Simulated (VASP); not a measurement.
**Rb: single point with PBE**

The system is Rb.

```xyz
1
Lattice="-2.8359 2.8359 2.8359 2.8359 -2.8359 2.8359 2.8359 2.8359 -2.8359" Properties=species:S:1:pos:R:3 pbc="T T T"
Rb    0.0000    0.0000    0.0000
```

* Program: VASP 6.6.1
* Task: single point
* Functional: PBE
* Potentials or basis: VASP PAW PBE potentials, release 64 (Rb_sv)
* Cutoff: 520 eV
* k mesh: 8 × 8 × 8
* Occupations: gaussian, width 0.6 eV
* Spin: no spin polarisation

The pressure is 0.0 GPa.

Levels at points of the mesh, in eV from the Fermi level:
```tsv
k point	band 2	band 3	band 4	band 5	band 6	band 7
(0.00, 0.00, 0.00)	-12.91	-12.91	-12.91	-1.93	3.72	3.72
(0.50, 0.00, 0.00)	-13.00	-12.94	-12.91	0.28	0.82	2.62
(0.50, 0.50, 0.50)	-12.97	-12.97	-12.97	1.30	1.30	3.28
```

It took 40 s on 1 thread of AMD EPYC 7R13, on a shared host, peak memory 0.2 GiB.
